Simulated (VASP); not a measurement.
# MgS (I4/mmm) in VASP: further runs

The runs below take MgS through single point, with PBEsol.

Everything below comes from runs of VASP 6.6.1. Logs are shortened: lines on timing, memory, paths and dates and some standing lists are left out, and cuts for length are marked.

## (1) The cell of the first run

It takes space group I4/mmm (No. 139, tetragonal). The conventional cell has a = 3.495 Å, b = 3.495 Å, c = 5.463 Å, α = 90.00°, β = 90.00°, γ = 90.00°. Within 3.3 Å of Mg (site symmetry 4/mmm) lie 6 S at 2.47 to 2.73 Å. Within 3.3 Å of S (site symmetry 4/mmm) lie 6 Mg at 2.47 to 2.73 Å.

## (2) Single point, PBEsol (strain -0.050 along x and y, +0.050 along z)

The input, INCAR:

```
ALGO = Normal
EDIFF = 1E-6
ENCUT = 600
GGA = PS
GGA_COMPAT = F
ISIF = 2
ISMEAR = 0
LASPH = T
LCHARG = F
LREAL = F
LWAVE = F
NBANDS = 11
NELM = 120
PREC = Accurate
SIGMA = 0.05
```

The input, KPOINTS:

```
k-points
0
Gamma
  8 8 8
```

The input, POSCAR:

```
MgS
1.0
    0.0000000000      2.4715675000      2.7317325000
    2.4715675000      0.0000000000      2.7317325000
    2.4715675000      2.4715675000      0.0000000000
Mg S
1 1
Direct
    0.0000000000      0.0000000000      0.0000000000
    0.5000000000      0.5000000000      0.5000000000
```

Potentials or basis: VASP PAW PBE potentials, release 64 (Mg, S).

Started as:

```
$ cat potpaw_PBE.64/Mg/POTCAR potpaw_PBE.64/S/POTCAR > POTCAR
$ mpirun -np 1 vasp_std > vasp.out
```

OUTCAR:

```text
EDIFF = 1E-6
   ENCUT = 600
   GGA = PS
   ISIF = 2
   ISMEAR = 0
   LASPH = T
   LREAL = F
   NELM = 120
   PREC = Accurate

 ion  position               nearest neighbor table
   1  0.000  0.000  0.000-   2 2.47   2 2.47   2 2.47   2 2.47   2 2.73   2 2.73
   2  0.500  0.500  0.500-   1 2.47   1 2.47   1 2.47   1 2.47   1 2.73   1 2.73

  LATTYP: Found a body centered tetragonal cell.
 ALAT       =     3.4953242788
 C/A-ratio  =     1.5630781479

  Lattice vectors:

 A1 = (  -2.4715675000,   0.0000000000,   2.7317325000)
 A2 = (   2.4715675000,   0.0000000000,   2.7317325000)
 A3 = (   0.0000000000,   2.4715675000,  -2.7317325000)

Analysis of symmetry for initial positions (statically):
=====================================================================
 Subroutine PRICEL returns:
 Original cell was already a primitive cell.

 Routine SETGRP: Setting up the symmetry group for a
 body centered tetragonal supercell.

 Subroutine GETGRP returns: Found 16 space group operations
 (whereof 16 operations were pure point group operations)
 out of a pool of 16 trial point group operations.

The static configuration has the point symmetry D_4h.

Analysis of symmetry for dynamics (positions and initial velocities):
=====================================================================
 Subroutine PRICEL returns:
 Original cell was already a primitive cell.

 Routine SETGRP: Setting up the symmetry group for a
 body centered tetragonal supercell.

 Subroutine GETGRP returns: Found 16 space group operations
 (whereof 16 operations were pure point group operations)
 out of a pool of 16 trial point group operations.

The dynamic configuration has the point symmetry D_4h.

 Subroutine INISYM returns: Found 16 space group operations
 (whereof 16 operations are pure point group operations),
 and found     1 'primitive' translations

----------------------------------------------------------------------------------------

                                     Primitive cell

  volume of cell :      33.3744

  direct lattice vectors                    reciprocal lattice vectors
     0.000000000  2.471567500  2.731732500    -0.202300767  0.202300767  0.183034027
     2.471567500  0.000000000  2.731732500     0.202300767 -0.202300767  0.183034027
     2.471567500  2.471567500  0.000000000     0.202300767  0.202300767 -0.183034027

  length of vectors
     3.683884955  3.683884955  3.495324279     0.339636063  0.339636063  0.339636063

  position of ions in fractional coordinates (direct lattice)
     0.000000000  0.000000000  0.000000000
     0.500000000  0.500000000  0.500000000

  ion indices of the primitive-cell ions
[... 81 lines left out ...]
   ISIF   =      2    stress and relaxation
   ISYM   =      2    0-nonsym 1-usesym 2-fastsym
   POTIM  = 0.5000    time-step for ionic-motion
   TEBEG  =    0.0;   TEEND  =   0.0 temperature during run
   PSTRESS=    0.0 pullay stress
   NELECT =       8.0000    total number of electrons
   NUPDOWN=      -1.0000    fix difference up-down
   EMIN   =  10.00;   EMAX   =-10.00  energy-range for DOS
   EFERMI =   0.00;   METHOD = LEGACY
   ISMEAR =     0;   SIGMA  =   0.05  broadening in eV -4-tet -1-fermi 0-gaus
   EFERMI_NEDOS =   21; number of points for ismear=-14 and -15
   IALGO  =     38    algorithm
   IMIX   =      4    mixing-type and parameters
     AMIX     =   0.40;   BMIX     =  1.00
     AMIX_MAG =   1.60;   BMIX_MAG =  1.00
  volume/ion in A,a.u.               =      16.69       112.61
  Fermi-wavevector in a.u.,A,eV,Ry     =   1.016952  1.921761 14.071028  1.034191
  Thomas-Fermi vector in A             =   2.150325
   LORBIT       =      0    0 simple, 1 ext, 2 COOP (PROOUT), +10 PAW based schemes
   GGA     = PS    functional components
   LHFCALC =     F    Hartree Fock is set to
   AEXX    =    0.0000 exact exchange contribution
   IVDW    =     0    specifies the selected vdW correction
   LEPSILON=     F    determine dielectric tensor
   LRPA    =     F    only Hartree local field effects (RPA)
 non-spin polarized calculation
 Gauss-broadening in eV      SIGMA  =   0.05
  energy-cutoff  :      600.00
  volume of cell :       33.37
 maximum number of plane-waves:      1124
 NGX is ok and might be reduce to    30
   NGX = 15   NGY = 15   NGZ = 13

 number of electron       8.0000000 magnetization

 Free energy of the ion-electron system (eV)
  ---------------------------------------------------
  ext. energy  EPLUGINS =         0.00000000
  ---------------------------------------------------
  free energy    TOTEN  =        -8.97240624 eV

  energy without entropy =       -8.97240624  energy(sigma->0) =       -8.97240624

 E-fermi :   4.6165     XC(G=0): -10.0472

 val. band max:        4.3501672160   @ k =   0.0000   0.0000   0.0000
 cond. band min:       6.8623046511   @ k =   0.5000   0.0000   0.5000
 fundamental gap:      2.5121374350
 Fermi energy:         4.6165441672

 k-point     1 :       0.0000    0.0000    0.0000
  band No.  band energies     occupation
      1      -8.8659      2.00000
      2       4.0309      2.00000
      3       4.0309      2.00000
      4       4.3502      2.00000
      5       8.1573      0.00000
      6      11.3145      0.00000
      7      12.3993      0.00000
      8      12.3993      0.00000
      9      13.7850      0.00000
     10      15.2400      0.00000
     11      15.9787      0.00000
[... 309 lines left out ...]
 k-point    24 :       0.3750    0.0000    0.1250
  band No.  band energies     occupation
      1      -7.7126      2.00000
      2       0.0446      2.00000
      3       3.1791      2.00000
      4       3.2359      2.00000
      5       9.2463      0.00000
      6      11.1389      0.00000
      7      12.0433      0.00000
      8      12.4872      0.00000
      9      15.7912      0.00000
     10      17.3224      0.00000
     11      17.6209      0.00000

 [... further k-points ...]
[... 5 lines left out ...]
  --------------------------------------------------------------------------------------
  -------------------------------------------------------------------------------------
  Total        1.9387392      1.9387392     -0.6645151      0.0000000      0.0000000      0.0000000
  in kB       93.0715317     93.0715317    -31.9008552      0.0000000      0.0000000      0.0000000
  external PRESSURE =      51.4140694 kB  Pullay stress =       0.0000000 kB

 VOLUME and BASIS-vectors are now :
 -----------------------------------------------------------------------------
  energy-cutoff  :      600.00
  volume of cell :       33.37
      direct lattice vectors                 reciprocal lattice vectors
     0.000000000  2.471567500  2.731732500    -0.202300767  0.202300767  0.183034027
     2.471567500  0.000000000  2.731732500     0.202300767 -0.202300767  0.183034027
     2.471567500  2.471567500  0.000000000     0.202300767  0.202300767 -0.183034027

 POSITION                                       TOTAL-FORCE (eV/Angst)
 -----------------------------------------------------------------------------------
      0.00000      0.00000      0.00000         0.000000      0.000000      0.000000
      2.47157      2.47157      2.73173         0.000000     -0.000000     -0.000000
 -----------------------------------------------------------------------------------
    total drift:                               -0.000000     -0.000000      0.000000

  FREE ENERGIE OF THE ION-ELECTRON SYSTEM (eV)
  ---------------------------------------------------
  free  energy   TOTEN  =        -8.9724062371 eV

  energy  without entropy=       -8.9724062371  energy(sigma->0) =       -8.97240624
```

OSZICAR:

```text
N       E                     dE             d eps       ncg     rms          rms(c)
DAV:   1     0.235782804869E+02    0.23578E+02   -0.39209E+03  1362   0.669E+02
DAV:   2    -0.783653932613E+01   -0.31415E+02   -0.29664E+02  1612   0.107E+02
DAV:   3    -0.933528100143E+01   -0.14987E+01   -0.14960E+01  1585   0.243E+01
DAV:   4    -0.934423430304E+01   -0.89533E-02   -0.89526E-02  1559   0.228E+00
DAV:   5    -0.934430830223E+01   -0.73999E-04   -0.73999E-04  1651   0.209E-01    0.442E+00
DAV:   6    -0.901803490444E+01    0.32627E+00   -0.65858E-01  1451   0.323E+00    0.335E+00
DAV:   7    -0.897488707559E+01    0.43148E-01   -0.19452E-01  1540   0.189E+00    0.205E+00
DAV:   8    -0.897263929007E+01    0.22478E-02   -0.97869E-03  1463   0.570E-01    0.780E-01
DAV:   9    -0.897241406064E+01    0.22523E-03   -0.56086E-04  1499   0.134E-01    0.290E-01
DAV:  10    -0.897240640716E+01    0.76535E-05   -0.12674E-04  1527   0.519E-02    0.579E-03
DAV:  11    -0.897240623707E+01    0.17009E-06   -0.28221E-06  1519   0.968E-03
   1 F= -.89724062E+01 E0= -.89724062E+01  d E =-.259829E-16
```

Wall time 40 s (1 thread of Intel Xeon 8259CL, shared host); peak memory 0.18 GiB.

What came out:

```
Free energy            : -8.9724 eV
Pressure               : 5.1 GPa
Band gap on the k mesh : 2.51 eV, indirect (least direct gap 3.81 eV)
```

Caveat: the cell differs from its parent crystal (strain -0.050 along x and y, +0.050 along z); the PAW data sets were made with another functional, which shifts forces and pressure a little.

(Part 1 of 2 ends here.)
